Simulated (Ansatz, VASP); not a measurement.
# B in VASP and in Ansatz

The input INCAR:

```
SYSTEM = B
  ALGO = Normal
  EDIFF = 1E-6
  ENCUT = 520
  GGA = RE
  ISIF = 2
  ISMEAR = -1
  LASPH = .True.
  LCHARG = .False.
  LREAL = .False.
  LWAVE = .False.
  NBANDS = 10
  NELM = 80
  PREC = Accurate
  SIGMA = 0.1
```

Contents of KPOINTS:

```
k-points
0
Gamma
  15 15 15
  0 0 0
```

POSCAR

```
B
1.0
    0.0000000000      1.9510318744      1.9510318744
    1.9510318744      0.0000000000      1.9510318744
    1.9510318744      1.9510318744      0.0000000000
B
2
Direct
    0.1250000000      0.1250000000      0.1250000000
    0.8750000000      0.8750000000      0.8750000000
```

Input for Ansatz:

```yaml
crystal:
  lattice:
    - [0.0, 1.9510318744, 1.9510318744]
    - [1.9510318744, 0.0, 1.9510318744]
    - [1.9510318744, 1.9510318744, 0.0]
  atoms:
    - { symbol: B, position: [0.125, 0.125, 0.125] }
    - { symbol: B, position: [0.875, 0.875, 0.875] }
hamiltonian:
  xc: revpbe
  pseudopotentials:
    kind: paw
    azcp:
      B: "pseudopotentials/B.paw.azcp"
basis:
  ecutwfc: 420
  fft_grid_basis: typed
kpoints:
  mp_grid: { grid: [15, 15, 15], shift: [0, 0, 0] }
magnetization:
  spin_polarized: false
scf:
  occupations: { method: fermi_dirac, width: 0.1 }
  lower_state_search: "off"
output:
  stress: true
```

Alike in both runs: task single point; functional revPBE; k mesh 15 × 15 × 15; occupations fermi-dirac, width 0.1 eV; no spin polarisation.

```csv
,VASP,Ansatz
version,VASP 6.6.1,Ansatz 0.2.0
potentials or method,"VASP PAW PBE potentials, release 64 (B), cutoff 520 eV","plane waves (420 eV) with PAW, scalar-relativistic"
valence electrons in the cell,6,6
```

VASP gave:

```
pressure (GPa) : 27.3
```

Question: Which values does Ansatz return?

Answer: Pressure (GPa): 27.4.

VASP's potentials were made for PBE, not for revPBE.
